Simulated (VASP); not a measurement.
# Cr (Im-3m) in VASP: relaxation of volume and atoms at fixed shape with PBEsol

Aim: the relaxation of volume and atoms at fixed shape of Cr with PBEsol.

Program: VASP 6.6.1. These are calculated values, not measurements. Logs are shortened: lines on timing, memory, paths and dates and some standing lists are left out, and cuts for length are marked.

### Step 1. The cell of the first run

Symmetry: Im-3m, No. 229, cubic system. Conventional cell: a = 2.884 Å, b = 2.884 Å, c = 2.884 Å, α = 90.00°, β = 90.00°, γ = 90.00°. Cr (site symmetry m-3m) has 14 Cr at 2.50 to 2.88 Å within 3.3 Å.

### Step 2. Relaxation of volume and atoms at fixed shape, PBEsol, collinear spin, antiferromagnetic start

File INCAR:

```
SYSTEM = Cr
PREC = Accurate
ENCUT = 600
EDIFF = 1E-6
ISMEAR = 1
SIGMA = 0.1
LREAL = .FALSE.
LASPH = .TRUE.
NELM = 150
ALGO = Fast
ISIF = 8
LWAVE = .FALSE.
LCHARG = .FALSE.
ISPIN = 2
MAGMOM = 1 -1
LORBIT = 11
LMAXMIX = 4
GGA = PS
IBRION = 2
NSW = 80
EDIFFG = -0.01
```

File KPOINTS:

```
regular mesh
0
G
  18 18 18
  0 0 0
```

File POSCAR:

```
Cr
1.0
    2.8840000000      0.0000000000      0.0000000000
    0.0000000000      2.8840000000      0.0000000000
    0.0000000000      0.0000000000      2.8840000000
Cr
2
Direct
    0.0000000000      0.0000000000      0.0000000000
    0.5000000000      0.5000000000      0.5000000000
```

Potentials or basis: VASP PAW PBE potentials, release 64 (Cr_pv).

On the command line:

```bash
$ cat potpaw_PBE.64/Cr_pv/POTCAR > POTCAR
$ mpirun -np 1 vasp_std > vasp.out
```

OUTCAR:

```text
SYSTEM = Cr
   PREC = Accurate
   ENCUT = 600
   EDIFF = 1E-6
   ISMEAR = 1
   LREAL = .FALSE.
   LASPH = .TRUE.
   NELM = 150
   ISIF = 8
   ISPIN = 2
   LORBIT = 11
   GGA = PS
   IBRION = 2
   NSW = 80
   EDIFFG = -0.01

 ion  position               nearest neighbor table
   1  0.000  0.000  0.000-   2 2.50   2 2.50   2 2.50   2 2.50   2 2.50   2 2.50   2 2.50   2 2.50

   2  0.500  0.500  0.500-   1 2.50   1 2.50   1 2.50   1 2.50   1 2.50   1 2.50   1 2.50   1 2.50

  LATTYP: Found a simple cubic cell.
 ALAT       =     2.8840000000

  Lattice vectors:

 A1 = (   2.8840000000,   0.0000000000,   0.0000000000)
 A2 = (   0.0000000000,   2.8840000000,   0.0000000000)
 A3 = (   0.0000000000,   0.0000000000,   2.8840000000)

Analysis of symmetry for initial positions (statically):
=====================================================================
 Subroutine PRICEL returns following result:

  LATTYP: Found a body centered cubic cell.
 ALAT       =     2.8840000000

  Lattice vectors:

 A1 = (   1.4420000000,   1.4420000000,  -1.4420000000)
 A2 = (  -1.4420000000,   1.4420000000,   1.4420000000)
 A3 = (   1.4420000000,  -1.4420000000,   1.4420000000)

   2 primitive cells build up your supercell.

 Routine SETGRP: Setting up the symmetry group for a
 simple cubic supercell.

 Subroutine GETGRP returns: Found 48 space group operations
 (whereof 48 operations were pure point group operations)
 out of a pool of 48 trial point group operations.

The static configuration has the point symmetry O_h .

Analysis of symmetry for dynamics (positions and initial velocities):
=====================================================================
 Subroutine PRICEL returns following result:

  LATTYP: Found a body centered cubic cell.
 ALAT       =     2.8840000000

  Lattice vectors:

 A1 = (   1.4420000000,   1.4420000000,  -1.4420000000)
 A2 = (  -1.4420000000,   1.4420000000,   1.4420000000)
 A3 = (   1.4420000000,  -1.4420000000,   1.4420000000)

   2 primitive cells build up your supercell.

 Routine SETGRP: Setting up the symmetry group for a
 simple cubic supercell.

 Subroutine GETGRP returns: Found 48 space group operations
 (whereof 48 operations were pure point group operations)
 out of a pool of 48 trial point group operations.

The dynamic configuration has the point symmetry O_h .

Analysis of structural, dynamic, and magnetic symmetry:
=====================================================================
 Subroutine PRICEL returns following result:

  LATTYP: Found a body centered cubic cell.
 ALAT       =     2.8840000000

  Lattice vectors:

 A1 = (   1.4420000000,   1.4420000000,  -1.4420000000)
 A2 = (  -1.4420000000,   1.4420000000,   1.4420000000)
 A3 = (   1.4420000000,  -1.4420000000,   1.4420000000)

   2 primitive cells build up your supercell.

 Routine SETGRP: Setting up the symmetry group for a
 simple cubic supercell.

 Subroutine GETGRP returns: Found 48 space group operations
 (whereof 48 operations were pure point group operations)
 out of a pool of 48 trial point group operations.

The overall configuration has the point symmetry O_h .

 Subroutine INISYM returns: Found 48 space group operations
 (whereof 48 operations are pure point group operations),
 and found     2 'primitive' translations

----------------------------------------------------------------------------------------

                                     Primitive cell

  volume of cell :      11.9938

  direct lattice vectors                    reciprocal lattice vectors
     1.442000000  1.442000000 -1.442000000     0.346740638  0.346740638  0.000000000
    -1.442000000  1.442000000  1.442000000    -0.000000000  0.346740638  0.346740638
     1.442000000 -1.442000000  1.442000000     0.346740638  0.000000000  0.346740638

  length of vectors
     2.497617265  2.497617265  2.497617265     0.490365313  0.490365313  0.490365313

  position of ions in fractional coordinates (direct lattice)
     0.000000000  0.000000000  0.000000000

  ion indices of the primitive-cell ions
   primitive index   ion index
                 1           1

----------------------------------------------------------------------------------------

 KPOINTS: regular mesh

Automatic generation of k-mesh.
 Grid dimensions read from file:
 generate k-points for:   18   18   18

 Generating k-lattice:

  Cartesian coordinates                     Fractional coordinates (reciprocal lattice)
     0.019263369  0.000000000  0.000000000     0.055555556  0.000000000  0.000000000
     0.000000000  0.019263369  0.000000000     0.000000000  0.055555556  0.000000000
     0.000000000  0.000000000  0.019263369     0.000000000  0.000000000  0.055555556

  Length of vectors
     0.019263369  0.019263369  0.019263369

  Shift w.r.t. Gamma in fractional coordinates (k-lattice)
     0.000000000  0.000000000  0.000000000

 Subroutine IBZKPT returns following result:
 ===========================================

 Found    220 irreducible k-points:

 Following reciprocal coordinates:
            Coordinates               Weight
  0.000000  0.000000  0.000000      1.000000
  0.055556  0.000000  0.000000      6.000000
  0.111111  0.000000  0.000000      6.000000
  0.166667  0.000000  0.000000      6.000000
  0.222222  0.000000  0.000000      6.000000
  0.277778  0.000000  0.000000      6.000000
[... 16 lines left out ...]
  0.277778  0.111111  0.000000     24.000000
  0.333333  0.111111  0.000000     24.000000
 [... further k-points ...]
   k-points           NKPTS =    220   k-points in BZ     NKDIM =    220   number of bands    NBANDS=     16
   number of dos      NEDOS =    301   number of ions     NIONS =      2
   total plane-waves  NPLWV =  13824
   dimension x,y,z NGX =    24 NGY =   24 NGZ =   24
   dimension x,y,z NGXF=    48 NGYF=   48 NGZF=   48
   ions per type =               2
   NGX,Y,Z   is equivalent  to a cutoff of  13.83, 13.83, 13.83 a.u.
   NGXF,Y,Z  is equivalent  to a cutoff of  27.67, 27.67, 27.67 a.u.
 SYSTEM =  Cr
   PREC   = accura    normal or accurate (medium, high low for compatibility)
   ISTART =      0    job   : 0-new  1-cont  2-samecut
   ICHARG =      2    charge: 1-file 2-atom 10-const
   ISPIN  =      2    spin polarized calculation?
   LNONCOLLINEAR =      F non collinear calculations
   LSORBIT =      F    spin-orbit coupling
   LASPH  =      T    aspherical Exc in radial PAW
   ENCUT  =  600.0 eV  44.10 Ry    6.64 a.u.   5.76  5.76  5.76*2*pi/ulx,y,z
   NELM   =    150;   NELMIN=  2; NELMDL= -5     # of ELM steps
   EDIFF  = 0.1E-05   stopping-criterion for ELM
   LREAL  =      F    real-space projection
   EDIFFG = -.1E-01   stopping-criterion for IOM
   NSW    =     80    number of steps for IOM
   IBRION =      2    ionic relax: 0-MD 1-quasi-New 2-CG
   NFREE  =      1    steps in history (QN), initial steepest desc. (CG)
   ISIF   =      8    stress and relaxation
   ISYM   =      2    0-nonsym 1-usesym 2-fastsym
   POTIM  = 0.5000    time-step for ionic-motion
   TEBEG  =    0.0;   TEEND  =   0.0 temperature during run
   PSTRESS=    0.0 pullay stress
   NELECT =      24.0000    total number of electrons
   NUPDOWN=      -1.0000    fix difference up-down
   EMIN   =  10.00;   EMAX   =-10.00  energy-range for DOS
   EFERMI =   0.00;   METHOD = LEGACY
   ISMEAR =     1;   SIGMA  =   0.10  broadening in eV -4-tet -1-fermi 0-gaus
   EFERMI_NEDOS =   21; number of points for ismear=-14 and -15
   IALGO  =     68    algorithm
   IMIX   =      4    mixing-type and parameters
     AMIX     =   0.40;   BMIX     =  1.00
     AMIX_MAG =   1.60;   BMIX_MAG =  1.00
  volume/ion in A,a.u.               =      11.99        80.94
  Fermi-wavevector in a.u.,A,eV,Ry     =   1.637382  3.094203 36.477485  2.681020
  Thomas-Fermi vector in A             =   2.728531
   LORBIT       =     11    0 simple, 1 ext, 2 COOP (PROOUT), +10 PAW based schemes
   GGA     = PS    functional components
   LHFCALC =     F    Hartree Fock is set to
   AEXX    =    0.0000 exact exchange contribution
   IVDW    =     0    specifies the selected vdW correction
   LEPSILON=     F    determine dielectric tensor
   LRPA    =     F    only Hartree local field effects (RPA)
 conjugate gradient relaxation of ions
 spin polarized calculation
 RMM-DIIS sequential band-by-band and
 Methfessel and Paxton  Order N= 1 SIGMA  =   0.10
  energy-cutoff  :      600.00
  volume of cell :       23.99
 maximum number of plane-waves:       840
 NGX is ok and might be reduce to    24
   NGX = 11   NGY = 11   NGZ = 11

--------------------------------------- Ionic step        1  -------------------------------------------

 number of electron      23.9999980 magnetization      -0.0000000

 number of electron      23.9999980 magnetization       0.0000000

 Free energy of the ion-electron system (eV)
  ---------------------------------------------------
  ext. energy  EPLUGINS =         0.00000000
  ---------------------------------------------------
  free energy    TOTEN  =       -20.41324039 eV

  energy without entropy =      -20.41370674  energy(sigma->0) =      -20.41339584

------------------------ aborting loop because EDIFF is reached ----------------------------------------

  FORCE on cell =-STRESS in cart. coord.  units (eV):
  Direction    XX          YY          ZZ          XY          YZ          ZX
  --------------------------------------------------------------------------------------
  -------------------------------------------------------------------------------------
  Total       -2.0100158     -2.0100158     -2.0100158      0.0000000      0.0000000     -0.0000000
  in kB     -134.2530911   -134.2530911   -134.2530911      0.0000000      0.0000000     -0.0000000
  external PRESSURE =    -134.2530911 kB  Pullay stress =       0.0000000 kB
[... 213 lines left out ...]
--------------------------------------- Ionic step        7  -------------------------------------------

 number of electron      24.0000017 magnetization      -0.0000000

 number of electron      24.0000017 magnetization       0.0000000

 Free energy of the ion-electron system (eV)
  ---------------------------------------------------
  ext. energy  EPLUGINS =         0.00000000
  ---------------------------------------------------
  free energy    TOTEN  =       -20.48599127 eV

  energy without entropy =      -20.48610424  energy(sigma->0) =      -20.48602893

 E-fermi :  11.3997     XC(G=0): -14.0604

 val. band max:       11.3974659662   @ k =   0.4444   0.1111   0.0000
 cond. band min:      11.4012372266   @ k =   0.5000   0.3889   0.0000
 fundamental gap:      0.0037712604
 Fermi energy:        11.3996589735

 spin component 1

 k-point     1 :       0.0000    0.0000    0.0000
  band No.  band energies     occupation
      1     -31.8601      1.00000
      2     -31.8601      1.00000
      3     -31.8601      1.00000
      4     -31.1461      1.00000
      5     -31.1461      1.00000
      6     -31.1461      1.00000
[... 8 lines left out ...]
     15      13.9846      0.00000
     16      13.9846      0.00000
[... 422 lines left out ...]
      2     -31.6609      1.00000
      3     -31.5944      1.00000
      4     -31.5799      1.00000
      5     -31.3247      1.00000
      6     -31.2455      1.00000
[... 8 lines left out ...]
     15      11.8146     -0.00000
     16      13.0928     -0.00000

 [... further k-points ...]

 spin component 2

 k-point     1 :       0.0000    0.0000    0.0000
  band No.  band energies     occupation
      1     -31.8601      1.00000
      2     -31.8601      1.00000
      3     -31.8601      1.00000
      4     -31.1461      1.00000
      5     -31.1461      1.00000
      6     -31.1461      1.00000
[... 8 lines left out ...]
     15      13.9846      0.00000
     16      13.9846      0.00000
[... 466 lines left out ...]
  FREE ENERGIE OF THE ION-ELECTRON SYSTEM (eV)
  ---------------------------------------------------
  free  energy   TOTEN  =       -20.4859912710 eV

  energy  without entropy=      -20.4861042397  energy(sigma->0) =      -20.48602893

 reached required accuracy - stopping structural energy minimisation

 total charge

# of ion       s       p       d       tot
------------------------------------------
    1        0.444   6.434   4.263  11.141
    2        0.444   6.434   4.263  11.141
--------------------------------------------------
tot          0.888  12.868   8.526  22.282

 magnetization (x)

# of ion       s       p       d       tot
------------------------------------------
    1       -0.000  -0.000  -0.015  -0.015
    2        0.000   0.000   0.015   0.015
--------------------------------------------------
tot          0.000   0.000   0.000   0.000
```

Wall time 19 min (1 thread of Oxide Virtual Turin-like, shared host); peak memory 0.25 GiB.

What came out:

| Item | Value |
| --- | --- |
| Free energy | -20.4860 eV |
| Relaxed volume | 11.12 Å³/atom |
| Relaxed cell | a = 2.812 Å, b = 2.812 Å, c = 2.812 Å, α = 90.00°, β = 90.00°, γ = 90.00° |
| Space group after relaxing (to 0.1 Å) | Im-3m (No. 229) |
| Energy gained by relaxing | 36.4 meV/atom |
| Ionic steps | 7 |
| Pressure after relaxing | 0.0 GPa |
| Band gap on the k mesh | zero (filled and empty bands overlap) |
| Net moment | 0.00 μB per cell |
| Valence electrons inside the program's atomic spheres | Cr 11.14 |

Step by step:
| step | energy change (eV) | largest force (eV/Å) | pressure (GPa) | volume (Å³) |
| --- | --- | --- | --- | --- |
| 1 | 0.0000 | 0.0000 | -13.43 | 23.99 |
| 2 | 0.0387 | 0.0000 | 24.11 | 20.66 |
| 3 | -0.0721 | 0.0000 | -1.65 | 22.37 |
| 4 | -0.0727 | 0.0000 | -0.30 | 22.25 |
| 5 | -0.0727 | 0.0000 | 0.26 | 22.21 |
| 6 | -0.0727 | 0.0000 | -0.32 | 22.26 |
| 7 | -0.0728 | 0.0000 | 0.00 | 22.23 |

Final structure:
```
Cr
1.0
     2.81188    0.00000    0.00000
     0.00000    2.81188    0.00000
     0.00000    0.00000    2.81188
Cr
2
Direct
  0.00000 0.00000 0.00000
  0.50000 0.50000 0.50000
```

Caveat: the PAW data sets were made with another functional, which shifts forces and pressure a little.
